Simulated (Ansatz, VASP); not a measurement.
# Zr in VASP and in Ansatz

```
CELL_PARAMETERS angstrom
0.00000 3.15944 3.15944
3.15944 0.00000 3.15944
3.15944 3.15944 0.00000
ATOMIC_POSITIONS crystal
Zr 0.00000 0.00000 0.00000
Zr 0.25000 0.25000 0.25000
```

Change from the starting cell: volume scaled by 1.02.

Alike in both runs: task single point; functional PBE; k mesh 10 × 10 × 10; occupations fermi-dirac, width 0.05 eV; no spin polarisation.

|  | VASP | Ansatz |
| --- | --- | --- |
| version | VASP 6.6.1 | Ansatz 0.2.0 |
| potentials or method | VASP PAW PBE potentials, release 64 (Zr_sv), cutoff 520 eV | all-electron LAPW, scalar-relativistic |

```csv
,VASP,Ansatz,Ansatz less VASP
pressure (GPa),-0.7,-0.7,-0.05
```

Ansatz ran all-electron here, and VASP with PAW potentials.
